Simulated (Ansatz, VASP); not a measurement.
## PbS: VASP beside Ansatz

```
Pb S
1.0
     0.00000    2.87605    3.00948
     2.87605    0.00000    3.00948
     2.87605    2.87605    0.00000
Pb S
1 1
Direct
  0.00000 0.00000 0.00000
  0.50000 0.50000 0.50000
```

Change from the starting cell: strain -0.030 along x and y, +0.015 along z, atoms carried along.

Alike in both runs: task single point; functional r2SCAN; k mesh 8 × 8 × 8; occupations gaussian, width 0.05 eV; no spin polarisation.

|  | VASP | Ansatz |
| --- | --- | --- |
| version | VASP 6.6.1 | Ansatz 0.2.0 |
| potentials or method | VASP PAW PBE potentials, release 64 (Pb_d, S), cutoff 520 eV | scalar-relativistic, plane waves, PAW |
| valence electrons in the cell | 20 | 20 |

|  | VASP | Ansatz | Ansatz less VASP |
| --- | --- | --- | --- |
| gap on the k mesh at the Fermi level (eV) | 0.36 | 0.35 | -0.011 |
| least direct gap on the mesh (eV) | 0.36 | 0.35 | -0.011 |
| pressure (GPa) | 4.9 | 5.0 | +0.01 |
| traceless stress, the component that is largest in VASP (GPa) | -4.67 | -4.65 | +0.017 |

VASP's potentials were made for PBE, not for r2SCAN. With one functional, cell and mesh, what is left measures potentials, basis and numerics.

Spin-orbit coupling is off throughout.
